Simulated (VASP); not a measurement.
# SnO (Pmn2_1) in VASP: further runs

The runs below take SnO through single point, with PBEsol.

Program: VASP 6.6.1. These are calculated values, not measurements. Logs are shortened: lines on timing, memory, paths and dates and some standing lists are left out, and cuts for length are marked.

### 1 The cell of the first run

It takes space group Pmn2_1 (No. 31, orthorhombic). The conventional cell has a = 3.355 Å, b = 5.674 Å, c = 4.222 Å, α = 90.00°, β = 90.00°, γ = 90.00°. Within 2.8 Å of Sn (site symmetry m) lie 3 O at 2.15 to 2.16 Å. O (site symmetry m) has 3 Sn at 2.15 to 2.16 Å within 2.8 Å.

### 2 Single point, PBEsol

Input file INCAR:

```
PREC = Accurate
ENCUT = 520
EDIFF = 1E-7
ISMEAR = 0
SIGMA = 0.01
LREAL = False
LASPH = True
NELM = 80
ALGO = Normal
ISIF = 2
LWAVE = False
LCHARG = False
GGA = PS
NBANDS = 28
```

Input file KPOINTS:

```
Automatic mesh
0
Gamma
  2 2 2
```

Input file POSCAR:

```
SnO
1.0
    3.3550000000      0.0000000000      0.0000000000
    0.0000000000      5.6741000000      0.0000000000
    0.0000000000      0.0000000000      4.2219700000
Sn O
2 2
Direct
    0.0000000000      0.2319100000      0.5131400000
    0.5000000000      0.7680900000      0.0131400000
    0.0000000000      0.8912500000      0.7368600000
    0.5000000000      0.1087500000      0.2368600000
```

Potentials or basis: VASP PAW PBE potentials, release 64 (Sn_d, O).

Started as:

```bash
cat potpaw_PBE.64/Sn_d/POTCAR potpaw_PBE.64/O/POTCAR > POTCAR
mpirun -np 1 vasp_std > vasp.out
```

OUTCAR:

```text
PREC = Accurate
   ENCUT = 520
   EDIFF = 1E-7
   ISMEAR = 0
   LREAL = False
   LASPH = True
   NELM = 80
   ISIF = 2
   GGA = PS

 ion  position               nearest neighbor table
   1  0.000  0.232  0.513-   3 2.15   4 2.16   4 2.16
   2  0.500  0.768  0.013-   4 2.15   3 2.16   3 2.16
   3  0.000  0.891  0.737-   1 2.15   2 2.16   2 2.16
   4  0.500  0.109  0.237-   2 2.15   1 2.16   1 2.16

  LATTYP: Found a simple orthorhombic cell.
 ALAT       =     3.3550000000
 B/A-ratio  =     1.2584113264
 C/A-ratio  =     1.6912369598

  Lattice vectors:

 A1 = (  -3.3550000000,   0.0000000000,   0.0000000000)
 A2 = (   0.0000000000,   0.0000000000,   4.2219700000)
 A3 = (   0.0000000000,   5.6741000000,   0.0000000000)

Analysis of symmetry for initial positions (statically):
=====================================================================
 Subroutine PRICEL returns:
 Original cell was already a primitive cell.

 Routine SETGRP: Setting up the symmetry group for a
 simple orthorhombic supercell.

 Subroutine GETGRP returns: Found  4 space group operations
 (whereof  2 operations were pure point group operations)
 out of a pool of  8 trial point group operations.

The static configuration has the point symmetry C_1h.
 The point group associated with its full space group is C_2v.

Analysis of symmetry for dynamics (positions and initial velocities):
=====================================================================
 Subroutine PRICEL returns:
 Original cell was already a primitive cell.

 Routine SETGRP: Setting up the symmetry group for a
 simple orthorhombic supercell.

 Subroutine GETGRP returns: Found  4 space group operations
 (whereof  2 operations were pure point group operations)
 out of a pool of  8 trial point group operations.

The dynamic configuration has the point symmetry C_1h.
 The point group associated with its full space group is C_2v.

 Subroutine INISYM returns: Found  4 space group operations
 (whereof  2 operations are pure point group operations),
 and found     1 'primitive' translations

----------------------------------------------------------------------------------------

                                     Primitive cell

  volume of cell :      80.3720

  direct lattice vectors                    reciprocal lattice vectors
     3.355000000  0.000000000  0.000000000     0.298062593  0.000000000  0.000000000
     0.000000000  5.674100000  0.000000000     0.000000000  0.176239404  0.000000000
     0.000000000  0.000000000  4.221970000     0.000000000  0.000000000  0.236856254

  length of vectors
     3.355000000  5.674100000  4.221970000     0.298062593  0.176239404  0.236856254

  position of ions in fractional coordinates (direct lattice)
     0.000000000  0.231910000  0.513140000
     0.500000000  0.768090000  0.013140000
     0.000000000  0.891250000  0.736860000
     0.500000000  0.108750000  0.236860000

  ion indices of the primitive-cell ions
   primitive index   ion index
                 1           1
                 2           2
                 3           3
                 4           4

----------------------------------------------------------------------------------------

 KPOINTS: Automatic mesh

Automatic generation of k-mesh.
 Grid dimensions read from file:
 generate k-points for:    2    2    2

 Generating k-lattice:

  Cartesian coordinates                     Fractional coordinates (reciprocal lattice)
     0.149031297  0.000000000  0.000000000     0.500000000  0.000000000  0.000000000
     0.000000000  0.088119702  0.000000000     0.000000000  0.500000000  0.000000000
     0.000000000  0.000000000  0.118428127     0.000000000  0.000000000  0.500000000

  Length of vectors
     0.149031297  0.088119702  0.118428127

  Shift w.r.t. Gamma in fractional coordinates (k-lattice)
     0.000000000  0.000000000  0.000000000

 Subroutine IBZKPT returns following result:
 ===========================================

 Found      8 irreducible k-points:

 Following reciprocal coordinates:
            Coordinates               Weight
  0.000000  0.000000  0.000000      1.000000
  0.500000  0.000000  0.000000      1.000000
  0.000000  0.500000  0.000000      1.000000
  0.500000  0.500000  0.000000      1.000000
  0.000000  0.000000  0.500000      1.000000
  0.500000  0.000000  0.500000      1.000000
  0.000000  0.500000  0.500000      1.000000
  0.500000  0.500000  0.500000      1.000000
   k-points           NKPTS =      8   k-points in BZ     NKDIM =      8   number of bands    NBANDS=     28
   number of dos      NEDOS =    301   number of ions     NIONS =      4
   total plane-waves  NPLWV =  37632
   dimension x,y,z NGX =    28 NGY =   42 NGZ =   32
   dimension x,y,z NGXF=    56 NGYF=   84 NGZF=   64
   ions per type =               2   2
   NGX,Y,Z   is equivalent  to a cutoff of  13.87, 12.31, 12.60 a.u.
   NGXF,Y,Z  is equivalent  to a cutoff of  27.75, 24.61, 25.20 a.u.
 SYSTEM =  unknown system
   PREC   = accura    normal or accurate (medium, high low for compatibility)
   ISTART =      0    job   : 0-new  1-cont  2-samecut
   ICHARG =      2    charge: 1-file 2-atom 10-const
   ISPIN  =      1    spin polarized calculation?
   LNONCOLLINEAR =      F non collinear calculations
   LSORBIT =      F    spin-orbit coupling
   LASPH  =      T    aspherical Exc in radial PAW
   ENCUT  =  520.0 eV  38.22 Ry    6.18 a.u.   6.24 10.55  7.85*2*pi/ulx,y,z
   NELM   =     80;   NELMIN=  2; NELMDL= -5     # of ELM steps
   EDIFF  = 0.1E-06   stopping-criterion for ELM
   LREAL  =      F    real-space projection
   EDIFFG = 0.1E-05   stopping-criterion for IOM
   NSW    =      0    number of steps for IOM
   IBRION =     -1    ionic relax: 0-MD 1-quasi-New 2-CG
   NFREE  =      0    steps in history (QN), initial steepest desc. (CG)
   ISIF   =      2    stress and relaxation
   ISYM   =      2    0-nonsym 1-usesym 2-fastsym
   POTIM  = 0.5000    time-step for ionic-motion
   TEBEG  =    0.0;   TEEND  =   0.0 temperature during run
   PSTRESS=    0.0 pullay stress
   NELECT =      40.0000    total number of electrons
   NUPDOWN=      -1.0000    fix difference up-down
   EMIN   =  10.00;   EMAX   =-10.00  energy-range for DOS
   EFERMI =   0.00;   METHOD = LEGACY
   ISMEAR =     0;   SIGMA  =   0.01  broadening in eV -4-tet -1-fermi 0-gaus
   EFERMI_NEDOS =   21; number of points for ismear=-14 and -15
   IALGO  =     38    algorithm
   IMIX   =      4    mixing-type and parameters
     AMIX     =   0.40;   BMIX     =  1.00
     AMIX_MAG =   1.60;   BMIX_MAG =  1.00
  volume/ion in A,a.u.               =      20.09       135.59
  Fermi-wavevector in a.u.,A,eV,Ry     =   1.297358  2.451652 22.900491  1.683139
  Thomas-Fermi vector in A             =   2.428756
   LORBIT       =      0    0 simple, 1 ext, 2 COOP (PROOUT), +10 PAW based schemes
   GGA     = PS    functional components
   LHFCALC =     F    Hartree Fock is set to
   AEXX    =    0.0000 exact exchange contribution
   IVDW    =     0    specifies the selected vdW correction
   LEPSILON=     F    determine dielectric tensor
   LRPA    =     F    only Hartree local field effects (RPA)
 non-spin polarized calculation
 Gauss-broadening in eV      SIGMA  =   0.01
  energy-cutoff  :      520.00
  volume of cell :       80.37
 maximum number of plane-waves:      2176
 NGX is ok and might be reduce to    28
   NGX = 13   NGY = 21   NGZ = 15

 number of electron      39.9999992 magnetization

 Free energy of the ion-electron system (eV)
  ---------------------------------------------------
  ext. energy  EPLUGINS =         0.00000000
  ---------------------------------------------------
  free energy    TOTEN  =       -23.56123280 eV

  energy without entropy =      -23.56123280  energy(sigma->0) =      -23.56123280

 E-fermi :   4.7489     XC(G=0):  -9.7651

 val. band max:        4.7020391690   @ k =   0.0000   0.0000   0.0000
 cond. band min:       6.5387447682   @ k =   0.5000   0.5000   0.0000
 fundamental gap:      1.8367055992
 Fermi energy:         4.7489182342

 k-point     1 :       0.0000    0.0000    0.0000
  band No.  band energies     occupation
      1     -16.4234      2.00000
      2     -16.0995      2.00000
      3     -16.0152      2.00000
      4     -15.9877      2.00000
      5     -15.9609      2.00000
      6     -15.9252      2.00000
[... 20 lines left out ...]
     27      13.3562      0.00000
     28      13.9331      0.00000

 k-point     2 :       0.5000    0.0000    0.0000
  band No.  band energies     occupation
      1     -16.3819      2.00000
      2     -16.3819      2.00000
      3     -15.9680      2.00000
      4     -15.9680      2.00000
      5     -15.9347      2.00000
      6     -15.9347      2.00000
[... 20 lines left out ...]
     27      13.9521      0.00000
     28      13.9521      0.00000

 k-point     3 :       0.0000    0.5000    0.0000
  band No.  band energies     occupation
      1     -16.4153      2.00000
      2     -16.1039      2.00000
      3     -16.0081      2.00000
      4     -15.9843      2.00000
      5     -15.9640      2.00000
      6     -15.9336      2.00000
[... 20 lines left out ...]
     27      14.1550      0.00000
     28      14.7611      0.00000

 k-point     4 :       0.5000    0.5000    0.0000
  band No.  band energies     occupation
      1     -16.3872      2.00000
      2     -16.3872      2.00000
      3     -15.9648      2.00000
      4     -15.9648      2.00000
      5     -15.9350      2.00000
      6     -15.9350      2.00000
[... 20 lines left out ...]
     27      13.2133      0.00000
     28      13.2133      0.00000

 k-point     5 :       0.0000    0.0000    0.5000
  band No.  band energies     occupation
      1     -16.2829      2.00000
      2     -16.2829      2.00000
      3     -15.9836      2.00000
      4     -15.9836      2.00000
      5     -15.9802      2.00000
      6     -15.9802      2.00000
[... 20 lines left out ...]
     27      15.7249      0.00000
     28      15.7249      0.00000

 k-point     6 :       0.5000    0.0000    0.5000
  band No.  band energies     occupation
      1     -16.4104      2.00000
      2     -16.4104      2.00000
      3     -15.9944      2.00000
      4     -15.9944      2.00000
      5     -15.9179      2.00000
      6     -15.9179      2.00000
[... 20 lines left out ...]
     27      13.5532      0.00000
     28      13.5532      0.00000

 k-point     7 :       0.0000    0.5000    0.5000
  band No.  band energies     occupation
      1     -16.2832      2.00000
      2     -16.2832      2.00000
      3     -15.9849      2.00000
      4     -15.9849      2.00000
      5     -15.9823      2.00000
      6     -15.9823      2.00000
[... 20 lines left out ...]
     27      14.6923      0.00000
     28      14.6923      0.00000

 k-point     8 :       0.5000    0.5000    0.5000
  band No.  band energies     occupation
      1     -16.4019      2.00000
      2     -16.4019      2.00000
      3     -15.9884      2.00000
      4     -15.9884      2.00000
      5     -15.9185      2.00000
      6     -15.9185      2.00000
[... 20 lines left out ...]
     27      15.2389      0.00000
     28      15.2390      0.00000

------------------------ aborting loop because EDIFF is reached ----------------------------------------

  FORCE on cell =-STRESS in cart. coord.  units (eV):
  Direction    XX          YY          ZZ          XY          YZ          ZX
  --------------------------------------------------------------------------------------
  -------------------------------------------------------------------------------------
  Total        0.8426722     -2.0557062     -2.4970527      0.0000000      0.0000000      0.0000000
  in kB       16.7982723    -40.9795292    -49.7775638      0.0000000      0.0000000      0.0000000
  external PRESSURE =     -24.6529403 kB  Pullay stress =       0.0000000 kB

 VOLUME and BASIS-vectors are now :
 -----------------------------------------------------------------------------
  energy-cutoff  :      520.00
  volume of cell :       80.37
      direct lattice vectors                 reciprocal lattice vectors
     3.355000000  0.000000000  0.000000000     0.298062593  0.000000000  0.000000000
     0.000000000  5.674100000  0.000000000     0.000000000  0.176239404  0.000000000
     0.000000000  0.000000000  4.221970000     0.000000000  0.000000000  0.236856254

 POSITION                                       TOTAL-FORCE (eV/Angst)
 -----------------------------------------------------------------------------------
      0.00000      1.31588      2.16646         0.000000     -0.164894      0.042810
      1.67750      4.35822      0.05548         0.000000      0.164894      0.042810
      0.00000      5.05704      3.11100         0.000000      0.203833     -0.042810
      1.67750      0.61706      1.00002         0.000000     -0.203833     -0.042810
 -----------------------------------------------------------------------------------
    total drift:                                0.000000      0.000000     -0.000244

  FREE ENERGIE OF THE ION-ELECTRON SYSTEM (eV)
  ---------------------------------------------------
  free  energy   TOTEN  =       -23.5612327999 eV

  energy  without entropy=      -23.5612327999  energy(sigma->0) =      -23.56123280
```

Wall time 15 s (1 thread of Intel Xeon Platinum 8375C at 2.90GHz (Ice Lake), shared host); peak memory 0.18 GiB.

What came out:

```
Free energy            : -23.5612 eV
Pressure               : -2.5 GPa
Largest force          : 0.208 eV/Å
Band gap on the k mesh : 1.84 eV, indirect (least direct gap 2.61 eV)
```

Forces on the atoms (eV/Å):
```
Sn   0.000 -0.165  0.043
Sn   0.000  0.165  0.043
O    0.000  0.204 -0.043
O    0.000 -0.204 -0.043
```

Levels at points of the mesh, in eV from the valence-band top:
| k point | band 16 | band 17 | band 18 | band 19 | band 20 | band 21 | band 22 | band 23 | band 24 | band 25 |
| --- | --- | --- | --- | --- | --- | --- | --- | --- | --- | --- |
| (0.00, 0.00, 0.00) | -3.82 | -3.51 | -2.62 | -2.08 | 0.00 | 2.61 | 3.11 | 5.82 | 5.87 | 7.99 |
| (0.50, 0.00, 0.00) | -4.50 | -2.59 | -2.59 | -1.23 | -1.23 | 2.52 | 2.52 | 5.50 | 5.50 | 6.52 |
| (0.00, 0.50, 0.00) | -4.07 | -3.78 | -2.64 | -1.62 | -1.37 | 3.27 | 3.87 | 4.81 | 4.96 | 6.86 |
| (0.50, 0.50, 0.00) | -4.35 | -2.66 | -2.66 | -0.89 | -0.89 | 1.84 | 1.84 | 6.24 | 6.24 | 7.08 |
| (0.00, 0.00, 0.50) | -3.43 | -3.18 | -3.18 | -1.68 | -1.68 | 2.61 | 2.61 | 5.16 | 5.16 | 7.91 |
| (0.50, 0.00, 0.50) | -4.09 | -3.17 | -3.17 | -1.06 | -1.06 | 2.07 | 2.07 | 4.55 | 4.55 | 6.82 |
| (0.00, 0.50, 0.50) | -3.18 | -2.93 | -2.93 | -1.52 | -1.52 | 1.87 | 1.87 | 5.91 | 5.91 | 7.80 |
| (0.50, 0.50, 0.50) | -4.23 | -3.44 | -3.44 | -0.41 | -0.41 | 2.38 | 2.38 | 4.11 | 4.11 | 6.06 |

Caveat: the k points lie up to 0.94 Å⁻¹ apart; the PAW data sets were made with another functional, which shifts forces and pressure a little; spin-orbit coupling is left out, which moves the levels of the heavy elements. As with any semilocal functional, this PBEsol gap is likely too small.

### 3 Single point, PBEsol

Input file INCAR:

```
SYSTEM = SnO
ALGO = Normal
EDIFF = 1E-6
ENCUT = 520
GGA = PS
ISIF = 2
ISMEAR = 0
LASPH = .True.
LCHARG = .True.
LELF = .True.
LREAL = .False.
LVHAR = .True.
LWAVE = .False.
NBANDS = 28
NELM = 80
PREC = Accurate
SIGMA = 0.01
```

Input file KPOINTS:

```
k-points
0
Gamma
  4 2 4
  0 0 0
```

POSCAR is that of step 2.

Potentials or basis: VASP PAW PBE potentials, release 64 (Sn_d, O).

Started as:

```bash
cat potpaw_PBE.64/Sn_d/POTCAR potpaw_PBE.64/O/POTCAR > POTCAR
mpirun -np 1 vasp_std > vasp.out
```

It took 28 s on 1 thread of Intel Xeon Platinum 8375C at 2.90GHz (Ice Lake), shared host; peak memory 0.19 GiB.

Results (log left out):

```
Free energy            : -23.8082 eV
Pressure               : -3.0 GPa
Largest force          : 0.343 eV/Å
Band gap on the k mesh : 1.83 eV, indirect (least direct gap 2.53 eV)
```

Forces in eV/Å, atoms in the order of the input:
```
Sn   0.000 -0.328 -0.101
Sn   0.000  0.328 -0.101
O    0.000  0.123  0.101
O    0.000 -0.123  0.101
```

Stress tensor (GPa, compression positive):
```
-3.58  0.00  0.00
 0.00 -2.95  0.00
 0.00  0.00 -2.62
```

Levels at points of the mesh, in eV from the valence-band top:
```tsv
k point	band 18	band 19	band 20	band 21	band 22	band 23
(0.00, 0.00, 0.00)	-2.63	-2.04	0.00	2.61	3.10	5.81
(0.50, 0.00, 0.00)	-2.57	-1.25	-1.25	2.53	2.53	5.48
(0.00, 0.50, 0.00)	-2.66	-1.59	-1.37	3.27	3.86	4.79
(0.50, 0.50, 0.00)	-2.65	-0.91	-0.91	1.83	1.83	6.23
(0.00, 0.00, 0.50)	-3.20	-1.66	-1.66	2.61	2.61	5.17
(0.50, 0.00, 0.50)	-3.15	-1.08	-1.08	2.06	2.06	4.56
(0.00, 0.50, 0.50)	-2.92	-1.51	-1.51	1.87	1.87	5.92
(0.50, 0.50, 0.50)	-3.43	-0.43	-0.43	2.38	2.38	4.10
```

Caveat: the k points lie up to 0.55 Å⁻¹ apart; the PAW data sets were made with another functional, which shifts forces and pressure a little; spin-orbit coupling is left out, which moves the levels of the heavy elements.

### 4 Single point, PBEsol

Input file INCAR:

```
ALGO = Normal
EDIFF = 1E-6
ENCUT = 520
GGA = PS
ISIF = 2
ISMEAR = 0
LASPH = T
LCHARG = F
LREAL = F
LWAVE = F
NBANDS = 28
NELM = 60
PREC = Accurate
SIGMA = 0.01
```

Input file KPOINTS:

```
k-points
0
Gamma
  4 4 4
```

POSCAR is that of step 3.

Started as:

```bash
cat potpaw_PBE.64/Sn_d/POTCAR potpaw_PBE.64/O/POTCAR > POTCAR
mpirun -np 1 vasp_std > vasp.out
```

Run time: 40 s. Hardware: 1 thread of Intel Xeon Platinum 8375C at 2.90GHz (Ice Lake), shared host; peak memory 0.21 GiB.

Results (log left out):

```yaml
Free_energy: -23.7990 eV
Pressure: -3.0 GPa
Largest_force: 0.343 eV/Å
Band_gap_on_the_k_mesh: 1.64 eV, indirect (least direct gap 2.43 eV)
```

Forces on the atoms (eV/Å):
```
Sn   0.000 -0.329 -0.095
Sn   0.000  0.329 -0.095
O    0.000  0.119  0.095
O    0.000 -0.119  0.095
```

Stress tensor (GPa, compression positive):
```
-3.54  0.00  0.00
 0.00 -2.73  0.00
 0.00  0.00 -2.66
```

Levels at points of the mesh, in eV from the valence-band top:
```tsv
k point	band 16	band 17	band 18	band 19	band 20	band 21	band 22	band 23	band 24	band 25
(0.00, 0.00, 0.00)	-3.83	-3.50	-2.64	-2.04	0.00	2.60	3.10	5.81	5.86	8.00
(0.50, 0.00, 0.00)	-4.48	-2.58	-2.58	-1.25	-1.25	2.53	2.53	5.48	5.48	6.52
(0.00, 0.50, 0.00)	-4.07	-3.79	-2.66	-1.59	-1.37	3.27	3.86	4.79	4.97	6.86
(0.50, 0.50, 0.00)	-4.33	-2.65	-2.65	-0.91	-0.91	1.83	1.83	6.23	6.23	7.08
(0.00, 0.00, 0.50)	-3.43	-3.20	-3.20	-1.66	-1.66	2.61	2.61	5.17	5.17	7.91
(0.50, 0.00, 0.50)	-4.08	-3.15	-3.15	-1.08	-1.08	2.05	2.05	4.55	4.55	6.82
(0.00, 0.50, 0.50)	-3.19	-2.92	-2.92	-1.51	-1.51	1.87	1.87	5.92	5.92	7.80
(0.50, 0.50, 0.50)	-4.21	-3.43	-3.43	-0.43	-0.43	2.38	2.38	4.10	4.10	6.05
```

Caveat: the k points lie up to 0.47 Å⁻¹ apart; the PAW data sets were made with another functional, which shifts forces and pressure a little; spin-orbit coupling is left out, which moves the levels of the heavy elements.

[end of part 1 of 3]
